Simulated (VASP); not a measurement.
B3P:

```
B P
1.0
    -1.60309    1.60309    3.58093
     1.60309   -1.60309    3.58093
     1.60309    1.60309   -3.58093
B P
3 1
Cartesian
  0.0000 0.0000 3.5809
  1.6031 0.0000 1.7905
  0.0000 1.6031 1.7905
  0.0000 0.0000 0.0000
```

- Program: VASP 6.6.1
- Task: relaxation of cell and atoms
- Functional: PBE
- Potentials or basis: VASP PAW PBE potentials, release 64 (B, P)
- Cutoff: 600 eV
- k mesh: 8 × 8 × 8
- Occupations: gaussian, width 0.1 eV
- Spin: no spin polarisation

At the start: pressure -18.9 GPa; volume 9.20 Å³/atom.

How do energy, volume and symmetry change on relaxing?

Over 14 steps the energy falls by 338.2 meV/atom and the volume is 8.81 Å³/atom (-4.3 %); space group I4/mmm (No. 139, to 0.1 Å) before and after.

Step by step:
```tsv
step	energy change (eV)	largest force (eV/Å)	pressure (GPa)	volume (Å³)
1	0.0000	0.0000	-18.91	36.81
2	-0.5768	0.0000	-0.09	31.29
3	-0.5944	0.0000	4.40	30.57
4	-0.5742	0.0000	15.19	29.16
5	-0.5972	0.0000	6.35	30.28
6	-0.8302	0.0000	20.58	29.40
7	-0.8297	0.0000	22.38	29.30
8	-1.0861	0.0000	13.11	31.09
9	-1.3445	0.0000	0.08	35.92
10	-1.3500	0.0000	1.34	35.29
11	-1.3506	0.0000	1.93	35.01
12	-1.3506	0.0000	1.70	35.12
13	-1.3525	0.0000	-0.19	35.27
14	-1.3529	0.0000	0.34	35.23
```

Final structure:
```
B P
1.0
    -1.41378    1.41378    4.40634
     1.41378   -1.41378    4.40634
     1.41378    1.41378   -4.40634
B P
3 1
Direct
  0.50000 0.50000 0.00000
  0.25000 0.75000 0.50000
  0.75000 0.25000 0.50000
  0.00000 0.00000 0.00000
```
